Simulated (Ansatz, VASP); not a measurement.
# TiSi in VASP and in Ansatz

```
Ti Si
1.0
     6.45181    0.00000    0.00000
     0.00000    3.62244    0.00000
     0.00000    0.00000    5.39813
Ti Si
4 4
Cartesian
  4.3621 0.9056 2.0005
  2.0897 2.7168 3.3977
  5.3156 2.7168 4.6995
  1.1362 0.9056 0.6986
  3.5106 0.9056 4.6080
  2.9412 2.7168 0.7901
  6.1672 2.7168 1.9089
  0.2847 0.9056 3.4892
```

Change from the starting cell: strain +0.0875 x Voigt [0, 0, 1, 0, 0, 0], atoms carried along.

Alike in both runs: task single point; functional PBEsol; k mesh 6 × 12 × 8; occupations gaussian, width 0.15 eV; no spin polarisation.

|  | VASP | Ansatz |
| --- | --- | --- |
| version | VASP 6.6.1 | Ansatz 0.2.0 |
| potentials or method | VASP PAW PBE potentials, release 64 (Ti_sv, Si), cutoff 520 eV | scalar-relativistic, plane waves, PAW |
| valence electrons in the cell | 64 | 64 |

VASP gave:

```
gap on the k mesh at the Fermi level (eV)                     : none
pressure (GPa)                                                : -10.0
traceless stress, the component that is largest in VASP (GPa) : -11.22
rms of the force components (eV/Å)                            : 0.167
```

Task: Which values does Ansatz return?

Result: gap on the k mesh at the Fermi level (eV): none; pressure (GPa): -10.1; traceless stress, the component that is largest in VASP (GPa): -11.18; rms of the force components (eV/Å): 0.165.

VASP's potentials were made for PBE, not for PBEsol. Atom by atom the forces differ by 0.002 eV/Å (rms over components). A gap of «none» marks a metal or a gap that the smearing closes. With one functional, cell and mesh, what is left measures potentials, basis and numerics.
